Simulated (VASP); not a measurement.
# Rb (Fm-3m) in VASP: a series of runs, part 2 of 2

VASP 6.6.1. The steps go on from the part before.

### 4 Single point, PBE (volume scaled by 0.88)

Input file INCAR:

```
PREC = Accurate ; ENCUT = 520
EDIFF = 1E-7 ; ISMEAR = -1
SIGMA = 0.08 ; LREAL = F
LASPH = T ; NELM = 60
ALGO = Normal ; ISIF = 2
LWAVE = F ; LCHARG = F
GGA = PE ; NBANDS = 10
```

Input file KPOINTS:

```
regular mesh
0
Gamma
  10 10 10
```

Input file POSCAR:

```
Rb
1.0
    0.0000000000      3.4239588005      3.4239588005
    3.4239588005      0.0000000000      3.4239588005
    3.4239588005      3.4239588005      0.0000000000
Rb
1
Direct
    0.0000000000      0.0000000000      0.0000000000
```

Potentials or basis: VASP PAW PBE potentials, release 64 (Rb_sv).

On the command line:

```
$ cat potpaw_PBE.64/Rb_sv/POTCAR > POTCAR
$ mpirun -np 1 vasp_std > vasp.out
```

OUTCAR:

```text
PREC = Accurate
   ENCUT = 520
   EDIFF = 1E-7
   ISMEAR = -1
   LREAL = F
   LASPH = T
   NELM = 60
   ISIF = 2
   GGA = PE

 ion  position               nearest neighbor table
   1  0.000  0.000  0.000-

  LATTYP: Found a face centered cubic cell.
 ALAT       =     6.8479176010

  Lattice vectors:

 A1 = (   0.0000000000,   3.4239588005,   3.4239588005)
 A2 = (   3.4239588005,   0.0000000000,   3.4239588005)
 A3 = (   3.4239588005,   3.4239588005,   0.0000000000)

Analysis of symmetry for initial positions (statically):
=====================================================================
 Subroutine PRICEL returns:
 Original cell was already a primitive cell.

 Routine SETGRP: Setting up the symmetry group for a
 face centered cubic supercell.

 Subroutine GETGRP returns: Found 48 space group operations
 (whereof 48 operations were pure point group operations)
 out of a pool of 48 trial point group operations.

The static configuration has the point symmetry O_h .

Analysis of symmetry for dynamics (positions and initial velocities):
=====================================================================
 Subroutine PRICEL returns:
 Original cell was already a primitive cell.

 Routine SETGRP: Setting up the symmetry group for a
 face centered cubic supercell.

 Subroutine GETGRP returns: Found 48 space group operations
 (whereof 48 operations were pure point group operations)
 out of a pool of 48 trial point group operations.

The dynamic configuration has the point symmetry O_h .

 Subroutine INISYM returns: Found 48 space group operations
 (whereof 48 operations are pure point group operations),
 and found     1 'primitive' translations

----------------------------------------------------------------------------------------

                                     Primitive cell
[... 104 lines left out ...]
   ISMEAR =    -1;   SIGMA  =   0.08  broadening in eV -4-tet -1-fermi 0-gaus
   EFERMI_NEDOS =   21; number of points for ismear=-14 and -15
   IALGO  =     38    algorithm
   IMIX   =      4    mixing-type and parameters
     AMIX     =   0.40;   BMIX     =  1.00
     AMIX_MAG =   1.60;   BMIX_MAG =  1.00
  volume/ion in A,a.u.               =      80.28       541.77
  Fermi-wavevector in a.u.,A,eV,Ry     =   0.789376  1.491704  8.477983  0.623114
  Thomas-Fermi vector in A             =   1.894505
   LORBIT       =      0    0 simple, 1 ext, 2 COOP (PROOUT), +10 PAW based schemes
   GGA     = PE    functional components
   LHFCALC =     F    Hartree Fock is set to
   AEXX    =    0.0000 exact exchange contribution
   IVDW    =     0    specifies the selected vdW correction
   LEPSILON=     F    determine dielectric tensor
   LRPA    =     F    only Hartree local field effects (RPA)
 non-spin polarized calculation
  energy-cutoff  :      520.00
  volume of cell :       80.28
 maximum number of plane-waves:      2200
   NGX = 17   NGY = 17   NGZ = 17

 number of electron       9.0000000 magnetization

 Free energy of the ion-electron system (eV)
  ---------------------------------------------------
  ext. energy  EPLUGINS =         0.00000000
  ---------------------------------------------------
  free energy    TOTEN  =        -0.93178677 eV

  energy without entropy =       -0.91281714  energy(sigma->0) =       -0.92230195

 E-fermi :   0.2983     XC(G=0):  -5.7769

 val. band max:        0.2835077239   @ k =   0.5000   0.3000   0.1000
 cond. band min:       0.3629306206   @ k =   0.4000   0.4000   0.0000
 fundamental gap:      0.0794228967
 Fermi energy:         0.2983415754

 k-point     1 :       0.0000    0.0000    0.0000
  band No.  band energies     occupation
      1     -28.5288      2.00000
      2     -12.5567      2.00000
      3     -12.5567      2.00000
      4     -12.5567      2.00000
      5      -1.8302      2.00000
      6       4.0117      0.00000
      7       4.0117      0.00000
      8       4.0117      0.00000
      9       5.4746      0.00000
     10       5.4746      0.00000
[... 287 lines left out ...]
 k-point    24 :       0.4000    0.3000    0.0000
  band No.  band energies     occupation
      1     -28.5214      2.00000
      2     -12.6676      2.00000
      3     -12.6015      2.00000
      4     -12.5969      2.00000
      5       0.0214      1.93915
      6       2.2741      0.00000
      7       2.6304      0.00000
      8       4.6146      0.00000
      9       4.7482      0.00000
     10       6.3776      0.00000

 [... further k-points ...]
[... 5 lines left out ...]
  --------------------------------------------------------------------------------------
  -------------------------------------------------------------------------------------
  Total        0.2312284      0.2312284      0.2312284      0.0000000      0.0000000      0.0000000
  in kB        4.6146216      4.6146216      4.6146216      0.0000000      0.0000000      0.0000000
  external PRESSURE =       4.6146216 kB  Pullay stress =       0.0000000 kB

 VOLUME and BASIS-vectors are now :
 -----------------------------------------------------------------------------
  energy-cutoff  :      520.00
  volume of cell :       80.28
      direct lattice vectors                 reciprocal lattice vectors
     0.000000000  3.423958800  3.423958800    -0.146029794  0.146029794  0.146029794
     3.423958800  0.000000000  3.423958800     0.146029794 -0.146029794  0.146029794
     3.423958800  3.423958800  0.000000000     0.146029794  0.146029794 -0.146029794

 POSITION                                       TOTAL-FORCE (eV/Angst)
 -----------------------------------------------------------------------------------
      0.00000      0.00000      0.00000         0.000000      0.000000      0.000000
 -----------------------------------------------------------------------------------
    total drift:                               -0.000000      0.000000      0.000000

  FREE ENERGIE OF THE ION-ELECTRON SYSTEM (eV)
  ---------------------------------------------------
  free  energy   TOTEN  =        -0.9317867666 eV

  energy  without entropy=       -0.9128171373  energy(sigma->0) =       -0.92230195
```

Wall time 42 s (1 thread of Intel Xeon 6975P-C, shared host); peak memory 0.21 GiB.

Results:

- Free energy: -0.9318 eV
- Pressure: 0.5 GPa

Levels at points of the mesh, in eV from the Fermi level:
| k point | band 1 | band 2 | band 3 | band 4 | band 5 | band 6 | band 7 | band 8 | band 9 | band 10 |
| --- | --- | --- | --- | --- | --- | --- | --- | --- | --- | --- |
| (0.00, 0.00, 0.00) | -28.83 | -12.86 | -12.86 | -12.86 | -2.13 | 3.71 | 3.71 | 3.71 | 5.18 | 5.18 |
| (0.50, 0.00, 0.00) | -28.82 | -13.00 | -12.87 | -12.87 | 0.13 | 0.76 | 3.48 | 3.48 | 6.05 | 6.10 |
| (0.50, 0.50, 0.00) | -28.82 | -12.99 | -12.91 | -12.91 | 0.57 | 1.60 | 1.79 | 4.93 | 4.93 | 5.55 |
